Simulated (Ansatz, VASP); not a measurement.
# W: VASP beside Ansatz

Contents of INCAR:

```
  PREC = Accurate
  ENCUT = 500
  EDIFF = 1E-7
  ISMEAR = 0
  SIGMA = 0.1
  LREAL = False
  LASPH = True
  NELM = 120
  ALGO = Normal
  ISIF = 3
  LWAVE = False
  LCHARG = False
  GGA = PS
  IBRION = 2
  NSW = 100
  EDIFFG = -0.05
  GGA_COMPAT = False
  NELMIN = 4
```

File KPOINTS:

```
Automatic mesh
0
Gamma
  8 8 8
```

Contents of POSCAR:

```
W
1.0
   -1.5477436784      1.5477436784      1.5477436784
    1.5477436784     -1.5477436784      1.5477436784
    1.5477436784      1.5477436784     -1.5477436784
W
1
Direct
    0.0000000000      0.0000000000      0.0000000000
```

Input for Ansatz:

```yaml
crystal:
  lattice:
    - [-1.5477436786, 1.5477436786, 1.5477436786]
    - [1.5477436786, -1.5477436786, 1.5477436786]
    - [1.5477436786, 1.5477436786, -1.5477436786]
  atoms:
    - { symbol: W, position: [0.0, 0.0, 0.0] }
basis:
  ecutwfc: 420
kpoints:
  mp_grid: { grid: [8, 8, 8] }
hamiltonian:
  xc: pbesol
scf:
  occupations: { method: gaussian, width: 0.1 }
output:
  forces: true
  stress: true
  eigenvalues: true
relax:
  adjacent_minimum: "off"
  f_tol: 0.05
  max_steps: 80
  cell: { stress_tol: 0.5 }
```

Alike in both runs: task relaxation of cell and atoms; functional PBEsol; k mesh 8 × 8 × 8; occupations gaussian, width 0.1 eV; no spin polarisation.

|  | VASP | Ansatz |
| --- | --- | --- |
| version | VASP 6.6.1 | Ansatz 0.2.0 |
| potentials or method | VASP PAW PBE potentials, release 64 (W_sv), cutoff 500 eV | scalar-relativistic, plane waves, PAW |
| valence electrons in the cell | 14 | 14 |

Ansatz gave:

```
gap on the k mesh at the Fermi level, each at its own relaxed structure (eV) : none
relaxed volume (Å³/atom)                                                     : 15.72
relaxed cell length with the largest relative difference (Å)                 : 2.733
```

Problem. What did VASP give for the same quantities?

Solution. gap on the k mesh at the Fermi level, each at its own relaxed structure (eV): none; relaxed volume (Å³/atom): 15.75; relaxed cell length with the largest relative difference (Å): 2.735.

VASP's potentials were made for PBE, not for PBEsol. A gap of «none» marks a metal or a gap that the smearing closes.

Spin-orbit coupling is off throughout.
